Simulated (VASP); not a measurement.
# CsSnI3 (Pm-3m) in VASP: settings compared

The runs below take CsSnI3 through single point, with PBE, r2SCAN.

All numbers are computed with VASP 6.6.1; they aren't measurements. Logs are shortened: lines on timing, memory, paths and dates and some standing lists are left out, and cuts for length are marked.

## Step 1: The cell of the first run

The structure is cubic, space group Pm-3m (No. 221). The conventional cell has a = 6.298 Å, b = 6.298 Å, c = 6.298 Å, α = 90.00°, β = 90.00°, γ = 90.00°. Within 5.8 Å of Cs (site symmetry m-3m) lie 12 I at 4.45 Å and 8 Sn at 5.45 Å. Within 4.1 Å of Sn (site symmetry m-3m) lie 6 I at 3.15 Å. Within 4.1 Å of I (site symmetry 4/mmm) lie 2 Sn at 3.15 Å.

## Step 2: Single point, PBE

Contents of INCAR:

```
PREC     = Accurate       # precision mode
ENCUT    = 520            # plane-wave cutoff, eV
EDIFF    = 1E-6           # SCF threshold, eV
ISMEAR   = 0              # smearing method
SIGMA    = 0.01           # smearing width, eV
LREAL    = False          # projectors in reciprocal space
LASPH    = True           # aspherical terms in the spheres
NELM     = 100            # most SCF steps
ALGO     = Normal         # electronic algorithm
ISIF     = 2              # what is computed and relaxed
LWAVE    = False          # write WAVECAR
LCHARG   = False          # write CHGCAR
GGA      = PE             # functional
NBANDS   = 30             # bands
```

Contents of KPOINTS:

```
Automatic mesh
0
Gamma
  4 4 4
```

Contents of POSCAR:

```
CsSnI3
1.0
    6.2980860389      0.0000000000      0.0000000000
    0.0000000000      6.2980860389      0.0000000000
    0.0000000000      0.0000000000      6.2980860389
Cs Sn I
1 1 3
Direct
    0.0000000000      0.0000000000      0.0000000000
    0.5000000000      0.5000000000      0.5000000000
    0.5000000000      0.5000000000      0.0000000000
    0.5000000000      0.0000000000      0.5000000000
    0.0000000000      0.5000000000      0.5000000000
```

Potentials or basis: VASP PAW PBE potentials, release 64 (Cs_sv, Sn_d, I).

Started as:

```
> cat potpaw_PBE.64/Cs_sv/POTCAR potpaw_PBE.64/Sn_d/POTCAR potpaw_PBE.64/I/POTCAR > POTCAR
> mpirun -np 1 vasp_std > vasp.out
```

OUTCAR:

```text
PREC = Accurate
   ENCUT = 520
   EDIFF = 1E-6
   ISMEAR = 0
   LREAL = False
   LASPH = True
   NELM = 100
   ISIF = 2
   GGA = PE

 ion  position               nearest neighbor table
   1  0.000  0.000  0.000-
   2  0.500  0.500  0.500-   3 3.15   4 3.15   5 3.15   3 3.15   4 3.15   5 3.15
   3  0.500  0.500  0.000-   2 3.15   2 3.15
   4  0.500  0.000  0.500-   2 3.15   2 3.15
   5  0.000  0.500  0.500-   2 3.15   2 3.15

  LATTYP: Found a simple cubic cell.
 ALAT       =     6.2980860389

  Lattice vectors:

 A1 = (   6.2980860389,   0.0000000000,   0.0000000000)
 A2 = (   0.0000000000,   6.2980860389,   0.0000000000)
 A3 = (   0.0000000000,   0.0000000000,   6.2980860389)

Analysis of symmetry for initial positions (statically):
=====================================================================
 Subroutine PRICEL returns:
 Original cell was already a primitive cell.

 Routine SETGRP: Setting up the symmetry group for a
 simple cubic supercell.

 Subroutine GETGRP returns: Found 48 space group operations
 (whereof 48 operations were pure point group operations)
 out of a pool of 48 trial point group operations.

The static configuration has the point symmetry O_h .

Analysis of symmetry for dynamics (positions and initial velocities):
=====================================================================
 Subroutine PRICEL returns:
 Original cell was already a primitive cell.

 Routine SETGRP: Setting up the symmetry group for a
 simple cubic supercell.

 Subroutine GETGRP returns: Found 48 space group operations
 (whereof 48 operations were pure point group operations)
 out of a pool of 48 trial point group operations.

The dynamic configuration has the point symmetry O_h .

 Subroutine INISYM returns: Found 48 space group operations
 (whereof 48 operations are pure point group operations),
 and found     1 'primitive' translations

----------------------------------------------------------------------------------------

                                     Primitive cell

  volume of cell :     249.8192

  direct lattice vectors                    reciprocal lattice vectors
     6.298086039  0.000000000  0.000000000     0.158778396  0.000000000  0.000000000
     0.000000000  6.298086039  0.000000000     0.000000000  0.158778396  0.000000000
     0.000000000  0.000000000  6.298086039     0.000000000  0.000000000  0.158778396

  length of vectors
     6.298086039  6.298086039  6.298086039     0.158778396  0.158778396  0.158778396

  position of ions in fractional coordinates (direct lattice)
     0.000000000  0.000000000  0.000000000
     0.500000000  0.500000000  0.500000000
     0.500000000  0.500000000  0.000000000
     0.500000000  0.000000000  0.500000000
     0.000000000  0.500000000  0.500000000

  ion indices of the primitive-cell ions
   primitive index   ion index
                 1           1
                 2           2
                 3           3
                 4           4
                 5           5

----------------------------------------------------------------------------------------

 KPOINTS: Automatic mesh

Automatic generation of k-mesh.
 Grid dimensions read from file:
 generate k-points for:    4    4    4

 Generating k-lattice:

  Cartesian coordinates                     Fractional coordinates (reciprocal lattice)
     0.039694599  0.000000000  0.000000000     0.250000000  0.000000000  0.000000000
     0.000000000  0.039694599  0.000000000     0.000000000  0.250000000  0.000000000
     0.000000000  0.000000000  0.039694599     0.000000000  0.000000000  0.250000000

  Length of vectors
     0.039694599  0.039694599  0.039694599

  Shift w.r.t. Gamma in fractional coordinates (k-lattice)
     0.000000000  0.000000000  0.000000000

 Subroutine IBZKPT returns following result:
 ===========================================

 Found     10 irreducible k-points:

 Following reciprocal coordinates:
            Coordinates               Weight
  0.000000  0.000000  0.000000      1.000000
  0.250000  0.000000  0.000000      6.000000
  0.500000  0.000000  0.000000      3.000000
  0.250000  0.250000  0.000000     12.000000
  0.500000  0.250000  0.000000     12.000000
  0.500000  0.500000  0.000000      3.000000
  0.250000  0.250000  0.250000      8.000000
  0.500000  0.250000  0.250000     12.000000
  0.500000  0.500000  0.250000      6.000000
  0.500000  0.500000  0.500000      1.000000
   k-points           NKPTS =     10   k-points in BZ     NKDIM =     10   number of bands    NBANDS=     30
   number of dos      NEDOS =    301   number of ions     NIONS =      5
   total plane-waves  NPLWV = 110592
   dimension x,y,z NGX =    48 NGY =   48 NGZ =   48
   dimension x,y,z NGXF=    96 NGYF=   96 NGZF=   96
   ions per type =               1   1   3
   NGX,Y,Z   is equivalent  to a cutoff of  12.67, 12.67, 12.67 a.u.
   NGXF,Y,Z  is equivalent  to a cutoff of  25.34, 25.34, 25.34 a.u.
 SYSTEM =  unknown system
[... 30 lines left out ...]
  volume/ion in A,a.u.               =      49.96       337.17
  Fermi-wavevector in a.u.,A,eV,Ry     =   0.917664  1.734134 11.457570  0.842108
  Thomas-Fermi vector in A             =   2.042659
   LORBIT       =      0    0 simple, 1 ext, 2 COOP (PROOUT), +10 PAW based schemes
   GGA     = PE    functional components
   LHFCALC =     F    Hartree Fock is set to
   AEXX    =    0.0000 exact exchange contribution
   IVDW    =     0    specifies the selected vdW correction
   LEPSILON=     F    determine dielectric tensor
   LRPA    =     F    only Hartree local field effects (RPA)
 non-spin polarized calculation
 Gauss-broadening in eV      SIGMA  =   0.01
  energy-cutoff  :      520.00
  volume of cell :      249.82
 maximum number of plane-waves:      6776
 NGX is ok and might be reduce to    48
   NGX = 23   NGY = 23   NGZ = 23

 number of electron      43.9999984 magnetization

 Free energy of the ion-electron system (eV)
  ---------------------------------------------------
  ext. energy  EPLUGINS =         0.00000000
  ---------------------------------------------------
  free energy    TOTEN  =       -13.97482961 eV

  energy without entropy =      -13.97482961  energy(sigma->0) =      -13.97482961

 E-fermi :   2.4601     XC(G=0):  -7.3427

 val. band max:        2.3585284117   @ k =   0.5000   0.5000   0.5000
 cond. band min:       2.8498826466   @ k =   0.5000   0.5000   0.5000
 fundamental gap:      0.4913542348
 Fermi energy:         2.4600997839

 k-point     1 :       0.0000    0.0000    0.0000
  band No.  band energies     occupation
      1     -19.7823      2.00000
      2     -19.6489      2.00000
      3     -19.6489      2.00000
      4     -19.6344      2.00000
      5     -19.6344      2.00000
      6     -19.6344      2.00000
[... 22 lines left out ...]
     29       6.9693      0.00000
     30       6.9693      0.00000

 k-point     2 :       0.2500    0.0000    0.0000
  band No.  band energies     occupation
      1     -19.7822      2.00000
      2     -19.6488      2.00000
      3     -19.6483      2.00000
      4     -19.6345      2.00000
      5     -19.6345      2.00000
      6     -19.6344      2.00000
[... 22 lines left out ...]
     29       6.4809      0.00000
     30       6.9676      0.00000

 k-point     3 :       0.5000    0.0000    0.0000
  band No.  band energies     occupation
      1     -19.7820      2.00000
      2     -19.6488      2.00000
      3     -19.6477      2.00000
      4     -19.6345      2.00000
      5     -19.6345      2.00000
      6     -19.6344      2.00000
[... 22 lines left out ...]
     29       6.8161      0.00000
     30       6.9401      0.00000

 k-point     4 :       0.2500    0.2500    0.0000
  band No.  band energies     occupation
      1     -19.7820      2.00000
      2     -19.6486      2.00000
      3     -19.6480      2.00000
      4     -19.6345      2.00000
      5     -19.6345      2.00000
      6     -19.6345      2.00000
[... 154 lines left out ...]
     29       7.1420      0.00000
     30       7.1542      0.00000

 k-point     9 :       0.5000    0.5000    0.2500
  band No.  band energies     occupation
      1     -19.7816      2.00000
      2     -19.6477      2.00000
      3     -19.6471      2.00000
      4     -19.6346      2.00000
      5     -19.6346      2.00000
      6     -19.6346      2.00000
[... 22 lines left out ...]
     29       6.8427      0.00000
     30       7.4205      0.00000

 k-point    10 :       0.5000    0.5000    0.5000
  band No.  band energies     occupation
      1     -19.7815      2.00000
      2     -19.6471      2.00000
      3     -19.6471      2.00000
      4     -19.6346      2.00000
      5     -19.6346      2.00000
      6     -19.6346      2.00000
[... 22 lines left out ...]
     29       6.5689      0.00000
     30       7.7142      0.00000

------------------------ aborting loop because EDIFF is reached ----------------------------------------

  FORCE on cell =-STRESS in cart. coord.  units (eV):
  Direction    XX          YY          ZZ          XY          YZ          ZX
  --------------------------------------------------------------------------------------
  -------------------------------------------------------------------------------------
  Total        0.0594812      0.0594812      0.0594812     -0.0000000      0.0000000      0.0000000
  in kB        0.3814736      0.3814736      0.3814736     -0.0000000      0.0000000      0.0000000
  external PRESSURE =       0.3814736 kB  Pullay stress =       0.0000000 kB

 VOLUME and BASIS-vectors are now :
 -----------------------------------------------------------------------------
  energy-cutoff  :      520.00
  volume of cell :      249.82
      direct lattice vectors                 reciprocal lattice vectors
     6.298086039  0.000000000  0.000000000     0.158778396  0.000000000  0.000000000
     0.000000000  6.298086039  0.000000000     0.000000000  0.158778396  0.000000000
     0.000000000  0.000000000  6.298086039     0.000000000  0.000000000  0.158778396

 POSITION                                       TOTAL-FORCE (eV/Angst)
 -----------------------------------------------------------------------------------
      0.00000      0.00000      0.00000         0.000000      0.000000      0.000000
      3.14904      3.14904      3.14904         0.000000      0.000000      0.000000
      3.14904      3.14904      0.00000         0.000000      0.000000      0.000000
      3.14904      0.00000      3.14904         0.000000      0.000000      0.000000
      0.00000      3.14904      3.14904         0.000000      0.000000      0.000000
 -----------------------------------------------------------------------------------
    total drift:                                0.000000     -0.000000     -0.000000

  FREE ENERGIE OF THE ION-ELECTRON SYSTEM (eV)
  ---------------------------------------------------
  free  energy   TOTEN  =       -13.9748296124 eV

  energy  without entropy=      -13.9748296124  energy(sigma->0) =      -13.97482961
```

It took 2.3 min on 1 thread of Intel Xeon 8259CL, shared host; peak memory 0.36 GiB.

Results:

```
Free energy            : -13.9748 eV
Pressure               : 0.0 GPa
Band gap on the k mesh : 0.49 eV
```

Levels at points of the mesh, in eV from the valence-band top:
```csv
k point,band 20,band 21,band 22,band 23,band 24,band 25
"(0.00, 0.00, 0.00)",-1.92,-1.92,-1.92,2.38,3.38,3.38
"(0.50, 0.00, 0.00)",-2.03,-2.03,-1.43,1.22,3.85,4.10
"(0.50, 0.50, 0.00)",-2.28,-1.53,-0.71,0.91,0.91,3.98
"(0.50, 0.50, 0.50)",-1.51,-1.51,0.00,0.49,0.49,0.49
```

Caveat: semilocal functionals underestimate gaps, and a narrow one can read as zero; spin-orbit coupling is left out, which moves the levels of the heavy elements. A k mesh can miss the band edges.

## Step 3: Single point, PBE (51.46 Å³/atom)

This run uses another cell than the first one, of 51.46 Å³/atom.

Contents of INCAR:

```
ALGO = Normal ; EDIFF = 1E-6
ENCUT = 520 ; GGA = PE
ISIF = 2 ; ISMEAR = 0
LASPH = T ; LCHARG = F
LREAL = F ; LWAVE = F
NBANDS = 30 ; NELM = 60
PREC = Accurate ; SIGMA = 0.01
```

Contents of KPOINTS:

```
k-points
0
Gamma
  4 4 4
```

Changes to POSCAR since step 2:

```diff
@@ -2,5 +2,5 @@
 1.0
-    6.2980860389      0.0000000000      0.0000000000
-    0.0000000000      6.2980860389      0.0000000000
-    0.0000000000      0.0000000000      6.2980860389
+    6.3604473821      0.0000000000      0.0000000000
+    0.0000000000      6.3604473821      0.0000000000
+    0.0000000000      0.0000000000      6.3604473821
 Cs Sn I
```

Potentials or basis: VASP PAW PBE potentials, release 64 (Cs_sv, Sn_d, I).

Started as:

```
> cat potpaw_PBE.64/Cs_sv/POTCAR potpaw_PBE.64/Sn_d/POTCAR potpaw_PBE.64/I/POTCAR > POTCAR
> mpirun -np 1 vasp_std > vasp.out
```

Run time: 2.4 min. Hardware: 1 thread of Intel Xeon 8259CL, shared host; peak memory 0.36 GiB.

Results (log left out):

| Quantity | Value |
| --- | --- |
| Free energy | -13.9668 eV |
| Pressure | -0.4 GPa |
| Band gap on the k mesh | 0.61 eV |

Levels at points of the mesh, in eV from the valence-band top:
| k point | band 20 | band 21 | band 22 | band 23 | band 24 | band 25 |
| --- | --- | --- | --- | --- | --- | --- |
| (0.00, 0.00, 0.00) | -1.75 | -1.75 | -1.75 | 2.51 | 3.57 | 3.57 |
| (0.50, 0.00, 0.00) | -1.85 | -1.85 | -1.33 | 1.31 | 3.93 | 4.23 |
| (0.50, 0.50, 0.00) | -2.10 | -1.37 | -0.65 | 1.01 | 1.01 | 3.99 |
| (0.50, 0.50, 0.50) | -1.36 | -1.36 | 0.00 | 0.61 | 0.61 | 0.61 |

Caveat: semilocal functionals underestimate gaps, and a narrow one can read as zero; spin-orbit coupling is left out, which moves the levels of the heavy elements. A k mesh can miss the band edges.

## Step 4: Single point, PBE (52.96 Å³/atom)

This run uses another cell than the first one, of 52.96 Å³/atom.

Contents of INCAR:

```
SYSTEM = CsSnI3
ALGO     = Normal         ! electronic algorithm
EDIFF    = 1E-6           ! SCF threshold, eV
ENCUT    = 520            ! plane-wave cutoff, eV
GGA      = PE             ! functional
ISIF     = 2              ! what is computed and relaxed
ISMEAR   = 0              ! smearing method
LASPH    = .TRUE.         ! aspherical terms in the spheres
LCHARG   = .FALSE.        ! write CHGCAR
LREAL    = .FALSE.        ! projectors in reciprocal space
LWAVE    = .FALSE.        ! write WAVECAR
NBANDS   = 30             ! bands
NELM     = 60             ! most SCF steps
PREC     = Accurate       ! precision mode
SIGMA    = 0.01           ! smearing width, eV
```

Contents of KPOINTS:

```
k-points
0
G
  4 4 4
  0 0 0
```

Changes to POSCAR since step 3:

```diff
@@ -2,5 +2,5 @@
 1.0
-    6.3604473821      0.0000000000      0.0000000000
-    0.0000000000      6.3604473821      0.0000000000
-    0.0000000000      0.0000000000      6.3604473821
+    6.4216092820      0.0000000000      0.0000000000
+    0.0000000000      6.4216092820      0.0000000000
+    0.0000000000      0.0000000000      6.4216092820
 Cs Sn I
```

Started as:

```
> cat potpaw_PBE.64/Cs_sv/POTCAR potpaw_PBE.64/Sn_d/POTCAR potpaw_PBE.64/I/POTCAR > POTCAR
> mpirun -np 1 vasp_std > vasp.out
```

Wall time 2.5 min (1 thread of Intel Xeon 8259CL, shared host); peak memory 0.36 GiB.

Results (log left out):

```yaml
Free_energy: -13.9402 eV
Pressure: -0.8 GPa
Band_gap_on_the_k_mesh: 0.72 eV
```

Levels at points of the mesh, in eV from the valence-band top:
```tsv
k point	band 18	band 19	band 20	band 21	band 22	band 23	band 24	band 25	band 26	band 27
(0.00, 0.00, 0.00)	-1.70	-1.70	-1.59	-1.59	-1.59	2.64	3.74	3.74	4.08	4.08
(0.50, 0.00, 0.00)	-1.90	-1.82	-1.68	-1.68	-1.23	1.39	4.01	4.25	4.25	4.34
(0.50, 0.50, 0.00)	-1.95	-1.95	-1.94	-1.22	-0.61	1.10	1.10	3.98	4.58	4.77
(0.50, 0.50, 0.50)	-1.94	-1.21	-1.21	-1.21	0.00	0.72	0.72	0.72	3.51	4.49
```

Caveat: semilocal functionals underestimate gaps, and a narrow one can read as zero; spin-orbit coupling is left out, which moves the levels of the heavy elements. A k mesh can miss the band edges.

## Step 5: Single point, r2SCAN (45.71 Å³/atom)

This run uses another cell than the first one, of 45.71 Å³/atom.

Changes to POSCAR since step 4:

```diff
@@ -2,5 +2,5 @@
 1.0
-    6.4216092820      0.0000000000      0.0000000000
-    0.0000000000      6.4216092820      0.0000000000
-    0.0000000000      0.0000000000      6.4216092820
+    6.1140776838      0.0000000000      0.0000000000
+    0.0000000000      6.1140776838      0.0000000000
+    0.0000000000      0.0000000000      6.1140776838
 Cs Sn I
```

Contents of INCAR.step1:

```
ALGO = Normal ; EDIFF = 1E-4
ENCUT = 520 ; GGA = PE
ISMEAR = 0 ; LASPH = T
LCHARG = F ; LREAL = F
LWAVE = T ; NBANDS = 30
NELM = 100 ; PREC = Accurate
SIGMA = 0.01
```

Contents of INCAR.step2:

```
ALGO = Normal ; EDIFF = 1E-6
ENCUT = 520 ; ISIF = 2
ISMEAR = 0 ; ISTART = 1
LASPH = T ; LCHARG = T
LELF = T ; LMIXTAU = T
LREAL = F ; LVHAR = T
LWAVE = F ; METAGGA = R2SCAN
NBANDS = 30 ; NELM = 100
PREC = Accurate ; SIGMA = 0.01
```

Contents of KPOINTS:

```
k-points
0
Gamma
  4 4 4
```

Started as:

```
> cat potpaw_PBE.64/Cs_sv/POTCAR potpaw_PBE.64/Sn_d/POTCAR potpaw_PBE.64/I/POTCAR > POTCAR
> cp INCAR.step1 INCAR
> mpirun -np 1 vasp_std > vasp.out
> cp INCAR.step2 INCAR
> mpirun -np 1 vasp_std > vasp.out
```

It took 7.9 min on 1 thread of Intel Xeon 8259CL, shared host; peak memory 0.4 GiB.

It converged, with:

| Quantity | Value |
| --- | --- |
| Free energy | -128.5749 eV |
| Pressure | 1.3 GPa |
| Band gap on the k mesh | 0.20 eV |

Levels at points of the mesh, in eV from the valence-band top:
```csv
k point,band 19,band 20,band 21,band 22,band 23,band 24,band 25,band 26
"(0.00, 0.00, 0.00)",-2.97,-2.78,-2.78,-2.78,2.27,2.94,2.94,3.33
"(0.50, 0.00, 0.00)",-3.15,-2.93,-2.93,-1.92,0.97,3.88,3.93,4.17
"(0.50, 0.50, 0.00)",-3.31,-3.15,-2.31,-0.95,0.65,0.65,4.15,4.30
"(0.50, 0.50, 0.50)",-2.30,-2.30,-2.30,0.00,0.20,0.20,0.20,3.02
```

Caveat: semilocal functionals underestimate gaps, and a narrow one can read as zero; the PAW data sets were made with another functional, which shifts forces and pressure a little; spin-orbit coupling is left out, which moves the levels of the heavy elements. A k mesh can miss the band edges.

## Step 6: Summary

| level | cell | gap on the mesh (eV) | pressure (GPa) |
| --- | --- | --- | --- |
| PBE | a = 6.298 Å, 5 atoms | 0.49 | 0.0 |
| PBE | a = 6.360 Å, 5 atoms | 0.61 | -0.4 |
| PBE | a = 6.422 Å, 5 atoms | 0.72 | -0.8 |
| r2SCAN | a = 6.114 Å, 5 atoms | 0.20 | 1.3 |

Alike in all rows: task single point; potentials or basis VASP PAW PBE potentials, release 64 (Cs_sv, Sn_d, I); no spin polarisation; k mesh 4 × 4 × 4; cutoff (eV) 520; smearing gaussian 0.01 eV.

Caveats: semilocal functionals underestimate gaps, and a narrow one can read as zero; spin-orbit coupling is left out, which moves the levels of the heavy elements; the PAW data sets were made with another functional, which shifts forces and pressure a little (at least some runs).

Total energies depend on the potentials used, so only differences within one code and one set of settings carry meaning.
